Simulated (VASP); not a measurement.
# BN (P6_3mc) in VASP: notebook, part 2 of 2

VASP 6.6.1. Earlier steps stand in the parts before.

## Step 4: Single point, r2SCAN (strain +0.015 along x and y, +0.030 along z)

POSCAR

```
BN
1.0
    2.5821260212      0.0000000000      0.0000000000
   -1.2910630106      2.2361867302      0.0000000000
    0.0000000000      0.0000000000      4.3339772826
B N
2 2
Direct
    0.6666666667      0.3333333333      0.9997995909
    0.3333333333      0.6666666667      0.4997995909
    0.6666666667      0.3333333333      0.6252004091
    0.3333333333      0.6666666667      0.1252004091
```

INCAR.step1

```
SYSTEM = BN
PREC     = Accurate       ! precision mode
ENCUT    = 520            ! plane-wave cutoff, eV
ISMEAR   = 0              ! smearing method
SIGMA    = 0.05           ! smearing width, eV
LREAL    = .FALSE.        ! projectors in reciprocal space
LASPH    = .TRUE.         ! aspherical terms in the spheres
NELM     = 60             ! most SCF steps
NBANDS   = 16             ! bands
GGA      = PE             ! functional
ALGO     = Normal         ! electronic algorithm
EDIFF    = 1E-4           ! SCF threshold, eV
LWAVE    = .TRUE.         ! write WAVECAR
LCHARG   = .FALSE.        ! write CHGCAR
```

INCAR.step2

```
SYSTEM = BN
PREC     = Accurate       ! precision mode
ENCUT    = 520            ! plane-wave cutoff, eV
EDIFF    = 1E-6           ! SCF threshold, eV
ISMEAR   = 0              ! smearing method
SIGMA    = 0.05           ! smearing width, eV
LREAL    = .FALSE.        ! projectors in reciprocal space
LASPH    = .TRUE.         ! aspherical terms in the spheres
NELM     = 60             ! most SCF steps
ALGO     = Normal         ! electronic algorithm
ISIF     = 2              ! what is computed and relaxed
LWAVE    = .FALSE.        ! write WAVECAR
LCHARG   = .TRUE.         ! write CHGCAR
METAGGA  = R2SCAN         ! meta-GGA
LMIXTAU  = .TRUE.       
LELF     = .TRUE.         ! ELF
LVHAR    = .TRUE.       
NBANDS   = 16             ! bands
ISTART   = 1
```

KPOINTS

```
Automatic mesh
0
G
  12 12 6
  0 0 0
```

The run is started by

```sh
$ cat potpaw_PBE.64/B/POTCAR potpaw_PBE.64/N/POTCAR > POTCAR
$ cp INCAR.step1 INCAR
$ mpirun -np 1 vasp_std > vasp.out
$ cp INCAR.step2 INCAR
$ mpirun -np 1 vasp_std > vasp.out
```

Wall time 76 s (1 thread of Intel Xeon Platinum 8259CL at 2.50GHz (Skylake/Cascade Lake), shared host); peak memory 0.15 GiB.

The run converged. Its results:

* Free energy: -38.1707 eV
* Pressure: -19.9 GPa
* Largest force: 0.094 eV/Å
* Band gap on the k mesh: 5.74 eV, indirect (least direct gap 8.43 eV)

Forces in eV/Å, atoms in the order of the input:
```
B    0.000  0.000  0.094
B    0.000  0.000  0.094
N    0.000  0.000 -0.094
N    0.000  0.000 -0.094
```

Stress tensor (GPa, compression positive):
```
-15.63   0.00   0.00
  0.00 -15.63   0.00
  0.00   0.00 -28.41
```

Levels at points of the mesh, in eV from the valence-band top:
| k point | band 5 | band 6 | band 7 | band 8 | band 9 | band 10 | band 11 | band 12 |
| --- | --- | --- | --- | --- | --- | --- | --- | --- |
| (0.00, 0.00, 0.00) | -1.98 | -0.30 | 0.00 | 0.00 | 8.43 | 8.95 | 8.95 | 9.76 |
| (0.50, 0.00, 0.00) | -6.83 | -4.82 | -4.21 | -2.13 | 7.21 | 8.30 | 11.14 | 11.56 |
| (0.00, 0.00, 0.50) | -1.09 | -1.09 | -1.09 | -1.09 | 9.87 | 9.87 | 10.44 | 10.44 |
| (0.50, 0.00, 0.50) | -3.67 | -3.67 | -3.60 | -3.60 | 6.90 | 6.90 | 10.23 | 10.23 |

Caveat: the cell differs from its parent crystal (strain +0.015 along x and y, +0.030 along z); the PAW data sets were made with another functional, which shifts forces and pressure a little. A k mesh can miss the band edges.

## Step 5: Single point, r2SCAN (strain +0.030 along x and y, +0.015 along z)

POSCAR

```
BN
1.0
    2.6202855191      0.0000000000      0.0000000000
   -1.3101427595      2.2692338247      0.0000000000
    0.0000000000      0.0000000000      4.2708611086
B N
2 2
Direct
    0.6666666667      0.3333333333      0.9997995909
    0.3333333333      0.6666666667      0.4997995909
    0.6666666667      0.3333333333      0.6252004091
    0.3333333333      0.6666666667      0.1252004091
```

INCAR.step1

```
PREC = Accurate
ENCUT = 520
ISMEAR = 0
SIGMA = 0.05
LREAL = F
LASPH = T
NELM = 80
NBANDS = 16
GGA = PE
ALGO = Normal
EDIFF = 1E-4
LWAVE = T
LCHARG = F
```

INCAR.step2

```
PREC = Accurate
ENCUT = 520
EDIFF = 1E-6
ISMEAR = 0
SIGMA = 0.05
LREAL = F
LASPH = T
NELM = 80
ALGO = Normal
ISIF = 2
LWAVE = F
LCHARG = F
METAGGA = R2SCAN
LMIXTAU = T
NBANDS = 16
ISTART = 1
```

KPOINTS

```
Automatic mesh
0
Gamma
  12 12 6
```

The run is started by

```sh
$ cat potpaw_PBE.64/B/POTCAR potpaw_PBE.64/N/POTCAR > POTCAR
$ cp INCAR.step1 INCAR
$ mpirun -np 1 vasp_std > vasp.out
$ cp INCAR.step2 INCAR
$ mpirun -np 1 vasp_std > vasp.out
```

Run time: 92 s. Hardware: 1 thread of Intel Xeon Platinum 8259CL at 2.50GHz (Skylake/Cascade Lake), shared host; peak memory 0.15 GiB.

It converged, with:

```
Free energy            : -38.1210 eV
Pressure               : -24.3 GPa
Largest force          : 0.006 eV/Å
Band gap on the k mesh : 5.85 eV, indirect (least direct gap 8.48 eV)
```

Forces on the atoms (eV/Å):
```
B    0.000  0.000  0.006
B    0.000  0.000  0.006
N    0.000  0.000 -0.006
N    0.000  0.000 -0.006
```

Stress tensor (GPa, compression positive):
```
-28.35   0.00   0.00
  0.00 -28.35   0.00
  0.00   0.00 -16.33
```

Levels at points of the mesh, in eV from the valence-band top:
| k point | band 5 | band 6 | band 7 | band 8 | band 9 | band 10 | band 11 | band 12 |
| --- | --- | --- | --- | --- | --- | --- | --- | --- |
| (0.00, 0.00, 0.00) | -2.16 | -0.21 | 0.00 | 0.00 | 8.63 | 8.63 | 9.01 | 9.31 |
| (0.50, 0.00, 0.00) | -6.81 | -4.90 | -4.21 | -1.98 | 6.86 | 8.44 | 10.88 | 11.39 |
| (0.00, 0.00, 0.50) | -1.19 | -1.19 | -1.19 | -1.19 | 9.30 | 9.30 | 10.19 | 10.19 |
| (0.50, 0.00, 0.50) | -3.66 | -3.66 | -3.42 | -3.42 | 6.93 | 6.93 | 10.28 | 10.28 |

Caveat: the cell differs from its parent crystal (strain +0.030 along x and y, +0.015 along z); the PAW data sets were made with another functional, which shifts forces and pressure a little. A k mesh can miss the band edges.

## Step 6: Single point, r2SCAN (strain +0.030 along x and y, +0.030 along z)

POSCAR, as its differences from that of step 5:

```diff
@@ -4,3 +4,3 @@
    -1.3101427595      2.2692338247      0.0000000000
-    0.0000000000      0.0000000000      4.2708611086
+    0.0000000000      0.0000000000      4.3339772826
 B N
```

INCAR.step1

```
SYSTEM = BN
  PREC = Accurate
  ENCUT = 520
  ISMEAR = 0
  SIGMA = 0.05
  LREAL = .FALSE.
  LASPH = .TRUE.
  NELM = 60
  NBANDS = 16
  GGA = PE
  ALGO = Normal
  EDIFF = 1E-4
  LWAVE = .TRUE.
  LCHARG = .FALSE.
```

INCAR.step2

```
SYSTEM = BN
  PREC = Accurate
  ENCUT = 520
  EDIFF = 1E-6
  ISMEAR = 0
  SIGMA = 0.05
  LREAL = .FALSE.
  LASPH = .TRUE.
  NELM = 60
  ALGO = Normal
  ISIF = 2
  LWAVE = .FALSE.
  LCHARG = .FALSE.
  METAGGA = R2SCAN
  LMIXTAU = .TRUE.
  NBANDS = 16
  ISTART = 1
```

KPOINTS

```
Automatic mesh
0
G
  12 12 6
  0 0 0
```

Potentials or basis: VASP PAW PBE potentials, release 64 (B, N).

The run is started by

```sh
$ cat potpaw_PBE.64/B/POTCAR potpaw_PBE.64/N/POTCAR > POTCAR
$ cp INCAR.step1 INCAR
$ mpirun -np 1 vasp_std > vasp.out
$ cp INCAR.step2 INCAR
$ mpirun -np 1 vasp_std > vasp.out
```

OUTCAR:

```text
SYSTEM = BN
   PREC = Accurate
   ENCUT = 520
   EDIFF = 1E-6
   ISMEAR = 0
   LREAL = .FALSE.
   LASPH = .TRUE.
   NELM = 60
   ISIF = 2
   METAGGA = R2SCAN
   ISTART = 1

 ion  position               nearest neighbor table
   1  0.667  0.333  1.000-   4 1.61   4 1.61   4 1.61   3 1.62
   2  0.333  0.667  0.500-   3 1.61   3 1.61   3 1.61   4 1.62
   3  0.667  0.333  0.625-   2 1.61   2 1.61   2 1.61   1 1.62
   4  0.333  0.667  0.125-   1 1.61   1 1.61   1 1.61   2 1.62

  LATTYP: Found a hexagonal cell.
 ALAT       =     2.6202855191
 C/A-ratio  =     1.6540095539

  Lattice vectors:

 A1 = (   2.6202855191,   0.0000000000,   0.0000000000)
 A2 = (  -1.3101427595,   2.2692338247,   0.0000000000)
 A3 = (   0.0000000000,   0.0000000000,   4.3339772826)

Analysis of symmetry for initial positions (statically):
=====================================================================
 Subroutine PRICEL returns:
 Original cell was already a primitive cell.

 Routine SETGRP: Setting up the symmetry group for a
 hexagonal supercell.

 Subroutine GETGRP returns: Found 12 space group operations
 (whereof  6 operations were pure point group operations)
 out of a pool of 24 trial point group operations.

The static configuration has the point symmetry C_3v.
 The point group associated with its full space group is C_6v.

Analysis of symmetry for dynamics (positions and initial velocities):
=====================================================================
 Subroutine PRICEL returns:
 Original cell was already a primitive cell.

 Routine SETGRP: Setting up the symmetry group for a
 hexagonal supercell.

 Subroutine GETGRP returns: Found 12 space group operations
 (whereof  6 operations were pure point group operations)
 out of a pool of 24 trial point group operations.

The dynamic configuration has the point symmetry C_3v.
 The point group associated with its full space group is C_6v.

 Subroutine INISYM returns: Found 12 space group operations
 (whereof  6 operations are pure point group operations),
 and found     1 'primitive' translations

----------------------------------------------------------------------------------------

                                     Primitive cell

  volume of cell :      25.7700

  direct lattice vectors                    reciprocal lattice vectors
     2.620285519  0.000000000  0.000000000     0.381637800  0.220338686  0.000000000
    -1.310142759  2.269233825  0.000000000     0.000000000  0.440677373  0.000000000
     0.000000000  0.000000000  4.333977283     0.000000000  0.000000000  0.230734943

  length of vectors
     2.620285519  2.620285519  4.333977283     0.440677373  0.440677373  0.230734943

  position of ions in fractional coordinates (direct lattice)
     0.666666667  0.333333333  0.999799591
     0.333333333  0.666666667  0.499799591
     0.666666667  0.333333333  0.625200409
     0.333333333  0.666666667  0.125200409

  ion indices of the primitive-cell ions
   primitive index   ion index
                 1           1
                 2           2
                 3           3
                 4           4

----------------------------------------------------------------------------------------

 KPOINTS: Automatic mesh

Automatic generation of k-mesh.
[... 25 lines left out ...]
  0.166667  0.000000  0.000000      6.000000
  0.250000  0.000000  0.000000      6.000000
  0.333333  0.000000  0.000000      6.000000
  0.416667  0.000000  0.000000      6.000000
[... 16 lines left out ...]
  0.250000  0.000000  0.166667     12.000000
  0.333333  0.000000  0.166667     12.000000
 [... further k-points ...]
   k-points           NKPTS =     76   k-points in BZ     NKDIM =     76   number of bands    NBANDS=     16
   number of dos      NEDOS =    301   number of ions     NIONS =      4
   total plane-waves  NPLWV =  12800
   dimension x,y,z NGX =    20 NGY =   20 NGZ =   32
   dimension x,y,z NGXF=    40 NGYF=   40 NGZF=   64
   ions per type =               2   2
   NGX,Y,Z   is equivalent  to a cutoff of  12.69, 12.69, 12.27 a.u.
   NGXF,Y,Z  is equivalent  to a cutoff of  25.38, 25.38, 24.55 a.u.
 SYSTEM =  BN
   PREC   = accura    normal or accurate (medium, high low for compatibility)
   ISTART =      1    job   : 0-new  1-cont  2-samecut
   ICHARG =      0    charge: 1-file 2-atom 10-const
   ISPIN  =      1    spin polarized calculation?
   LNONCOLLINEAR =      F non collinear calculations
   LSORBIT =      F    spin-orbit coupling
   LASPH  =      T    aspherical Exc in radial PAW
   ENCUT  =  520.0 eV  38.22 Ry    6.18 a.u.   4.87  4.87  8.06*2*pi/ulx,y,z
   NELM   =     60;   NELMIN=  2; NELMDL=  0     # of ELM steps
   EDIFF  = 0.1E-05   stopping-criterion for ELM
   LREAL  =      F    real-space projection
   EDIFFG = 0.1E-04   stopping-criterion for IOM
   NSW    =      0    number of steps for IOM
   IBRION =     -1    ionic relax: 0-MD 1-quasi-New 2-CG
   NFREE  =      0    steps in history (QN), initial steepest desc. (CG)
   ISIF   =      2    stress and relaxation
   ISYM   =      2    0-nonsym 1-usesym 2-fastsym
   POTIM  = 0.5000    time-step for ionic-motion
   TEBEG  =    0.0;   TEEND  =   0.0 temperature during run
   PSTRESS=    0.0 pullay stress
   NELECT =      16.0000    total number of electrons
   NUPDOWN=      -1.0000    fix difference up-down
   EMIN   =  10.00;   EMAX   =-10.00  energy-range for DOS
   EFERMI =   0.00;   METHOD = LEGACY
   ISMEAR =     0;   SIGMA  =   0.05  broadening in eV -4-tet -1-fermi 0-gaus
   EFERMI_NEDOS =   21; number of points for ismear=-14 and -15
   IALGO  =     38    algorithm
   IMIX   =      4    mixing-type and parameters
     AMIX     =   0.40;   BMIX     =  1.00
     AMIX_MAG =   1.60;   BMIX_MAG =  1.00
  volume/ion in A,a.u.               =       6.44        43.48
  Fermi-wavevector in a.u.,A,eV,Ry     =   1.396615  2.639219 26.538614  1.950533
  Thomas-Fermi vector in A             =   2.519952
   LORBIT       =      0    0 simple, 1 ext, 2 COOP (PROOUT), +10 PAW based schemes
   METAGGA = R2SCAN    functional components
   LHFCALC =     F    Hartree Fock is set to
   AEXX    =    0.0000 exact exchange contribution
   IVDW    =     0    specifies the selected vdW correction
   LEPSILON=     F    determine dielectric tensor
   LRPA    =     F    only Hartree local field effects (RPA)
 non-spin polarized calculation
 Gauss-broadening in eV      SIGMA  =   0.05
  energy-cutoff  :      520.00
  volume of cell :       25.77
 maximum number of plane-waves:       711
 NGX is ok and might be reduce to    20
   NGX =  9   NGY =  9   NGZ = 17

 number of electron      15.9999999 magnetization

 Free energy of the ion-electron system (eV)
  ---------------------------------------------------
  ext. energy  EPLUGINS =         0.00000000
  ---------------------------------------------------
  free energy    TOTEN  =       -38.06869140 eV

  energy without entropy =      -38.06869140  energy(sigma->0) =      -38.06869140

 E-fermi :   6.5744     XC(G=0): -13.1819

 val. band max:        6.3543877576   @ k =   0.0000   0.0000   0.0000
 cond. band min:      12.1725879568   @ k =   0.3333   0.3333   0.0000
 fundamental gap:      5.8182001992
 Fermi energy:         6.5743540452

 k-point     1 :       0.0000    0.0000    0.0000
  band No.  band energies     occupation
      1     -14.1241      2.00000
      2     -10.2958      2.00000
      3      -4.1446      2.00000
      4       4.3331      2.00000
      5       4.3331      2.00000
      6       6.1136      2.00000
[... 433 lines left out ...]
      3      -2.2091      2.00000
      4      -0.7494      2.00000
      5       0.4409      2.00000
      6       2.2690      2.00000
[... 8 lines left out ...]
     15      22.4312      0.00000
     16      22.5121      0.00000

 [... further k-points ...]

------------------------ aborting loop because EDIFF is reached ----------------------------------------

  FORCE on cell =-STRESS in cart. coord.  units (eV):
  Direction    XX          YY          ZZ          XY          YZ          ZX
  --------------------------------------------------------------------------------------
  -------------------------------------------------------------------------------------
  Total       -4.6044987     -4.6044987     -4.6534112     -0.0000000     -0.0000000      0.0000000
  in kB     -286.2717166   -286.2717166   -289.3127101     -0.0000000     -0.0000000      0.0000000
  external PRESSURE =    -287.2853811 kB  Pullay stress =       0.0000000 kB

 VOLUME and BASIS-vectors are now :
 -----------------------------------------------------------------------------
  energy-cutoff  :      520.00
  volume of cell :       25.77
      direct lattice vectors                 reciprocal lattice vectors
     2.620285519  0.000000000  0.000000000     0.381637800  0.220338686  0.000000000
    -1.310142759  2.269233825  0.000000000     0.000000000  0.440677373  0.000000000
     0.000000000  0.000000000  4.333977283     0.000000000  0.000000000  0.230734943

 POSITION                                       TOTAL-FORCE (eV/Angst)
 -----------------------------------------------------------------------------------
      1.31014      0.75641      4.33311        -0.000000     -0.000000      0.060385
     -0.00000      1.51282      2.16612        -0.000000      0.000000      0.060385
      1.31014      0.75641      2.70960         0.000000      0.000000     -0.060385
     -0.00000      1.51282      0.54262         0.000000     -0.000000     -0.060385
 -----------------------------------------------------------------------------------
    total drift:                               -0.000000     -0.000000      0.002254

  FREE ENERGIE OF THE ION-ELECTRON SYSTEM (eV)
  ---------------------------------------------------
  free  energy   TOTEN  =       -38.0686913967 eV

  energy  without entropy=      -38.0686913967  energy(sigma->0) =      -38.06869140
```

It took 78 s on 1 thread of Intel Xeon Platinum 8259CL at 2.50GHz (Skylake/Cascade Lake), shared host; peak memory 0.15 GiB.

What came out:

* Free energy: -38.0687 eV
* Pressure: -28.7 GPa
* Largest force: 0.060 eV/Å
* Band gap on the k mesh: 5.82 eV, indirect (least direct gap 8.49 eV)

Forces on the atoms (eV/Å):
```
B    0.000  0.000  0.060
B    0.000  0.000  0.060
N    0.000  0.000 -0.060
N    0.000  0.000 -0.060
```

Caveat: the cell differs from its parent crystal (strain +0.030 along x and y, +0.030 along z); the PAW data sets were made with another functional, which shifts forces and pressure a little.

## Step 7: The runs side by side

| cell | gap on the mesh (eV) | pressure (GPa) | largest force (eV/Å) |
| --- | --- | --- | --- |
| a = 2.582, b = 2.582, c = 4.271 Å, angles 90.0, 90.0, 120.0°, 4 atoms | 5.77 | -15.2 | 0.03 |
| a = 2.620, b = 2.620, c = 4.208 Å, angles 90.0, 90.0, 120.0°, 4 atoms | 5.88 | -19.4 | 0.01 |
| a = 2.582, b = 2.582, c = 4.334 Å, angles 90.0, 90.0, 120.0°, 4 atoms | 5.74 | -19.9 | 0.09 |
| a = 2.620, b = 2.620, c = 4.271 Å, angles 90.0, 90.0, 120.0°, 4 atoms | 5.85 | -24.3 | 0.01 |
| a = 2.620, b = 2.620, c = 4.334 Å, angles 90.0, 90.0, 120.0°, 4 atoms | 5.82 | -28.7 | 0.06 |

Alike in all rows: task single point; level r2SCAN; potentials or basis VASP PAW PBE potentials, release 64 (B, N); no spin polarisation; k mesh 12 × 12 × 6; cutoff (eV) 520; smearing gaussian 0.05 eV.

Caveats: the PAW data sets were made with another functional, which shifts forces and pressure a little.

Total energies depend on the potentials used, so only differences within one code and one set of settings carry meaning.
